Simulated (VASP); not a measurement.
Input of a VASP 6.6.1 run:

INCAR

```
SYSTEM = Pt
PREC = Accurate
ENCUT = 520
EDIFF = 1E-7
ISMEAR = 0
SIGMA = 0.15
LREAL = .FALSE.
LASPH = .TRUE.
NELM = 100
ALGO = Fast
ISIF = 2
LWAVE = .FALSE.
LCHARG = .TRUE.
GGA = PS
LELF = .TRUE.
LVHAR = .TRUE.
NBANDS = 11
```

File KPOINTS:

```
regular mesh
0
G
  30 30 30
  0 0 0
```

The input POSCAR:

```
Pt
1.0
   -1.3902912451      1.3902912451      1.9658718206
    1.3902912451     -1.3902912451      1.9658718206
    1.3902912451      1.3902912451     -1.9658718206
Pt
1
Direct
    0.0000000000      0.0000000000      0.0000000000
```

Potentials or basis: VASP PAW PBE potentials, release 64 (Pt).

Command:

```bash
$ cat potpaw_PBE.64/Pt/POTCAR > POTCAR
$ mpirun -np 1 vasp_std > vasp.out
```

Problem. Estimate the band gap on the k mesh.

Solution. Zero (bands 5 and 6 overlap by 2.20 eV).

Problem. What does it give for the pressure?

Solution. -3.3 GPa.

Caveat: the cell stands under tension; the PAW data sets were made with another functional, which shifts forces and pressure a little; spin-orbit coupling is left out, which moves the levels of the heavy elements.
